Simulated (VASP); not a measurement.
Wanted: the native input for a VASP 6.6.1 run.

| Quantity | Value |
| --- | --- |
| Task | single point |
| Functional | PBE |
| Potentials or basis | VASP PAW PBE potentials, release 64 (Ge_d, Se) |
| Cutoff | 500 eV |
| k mesh | 4 × 11 × 10 |
| Occupations | fermi-dirac, width 0.02 eV |
| Spin | no spin polarisation |
| Dipole correction | no |
| Further INCAR settings | ALGO = Normal; EDIFF = 1e-06; NBANDS = 50 |

The structure of GeSe lies in POSCAR:

```
GeSe
1.0
   10.8916577174      0.0000000000      0.0000000000
    0.0000000000      3.8754974318      0.0000000000
    0.0000000000      0.0000000000      4.4291399221
Ge Se
4 4
Direct
    0.1211636621      0.2500000000      0.1162513219
    0.8788363379      0.7500000000      0.8837486781
    0.3788363379      0.7500000000      0.6162513219
    0.6211636621      0.2500000000      0.3837486781
    0.8542160639      0.2500000000      0.4969106977
    0.1457839361      0.7500000000      0.5030893023
    0.6457839361      0.7500000000     -0.0030893023
    0.3542160639      0.2500000000      0.0030893023
```

One way to write it, as run:

INCAR

```
PREC = Accurate
ENCUT = 500
EDIFF = 1E-6
ISMEAR = -1
SIGMA = 0.02
LREAL = False
LASPH = True
NELM = 120
ALGO = Normal
ISIF = 2
LWAVE = False
LCHARG = False
GGA = PE
NBANDS = 50
GGA_COMPAT = False
```

KPOINTS

```
regular mesh
0
Gamma
  4 11 10
```

Potentials or basis: VASP PAW PBE potentials, release 64 (Ge_d, Se).

The run is started by

```bash
$ cat potpaw_PBE.64/Ge_d/POTCAR potpaw_PBE.64/Se/POTCAR > POTCAR
$ mpirun -np 1 vasp_std > vasp.out
```

It gave:

The pressure is 1.1 GPa and the largest force is 0.011 eV/Å. The band gap on the k mesh is 0.78 eV (least direct gap 0.94 eV).

It took 6.4 min on 1 thread of Oxide Virtual Turin-like Processor, with other jobs on the host, peak memory 0.72 GiB.
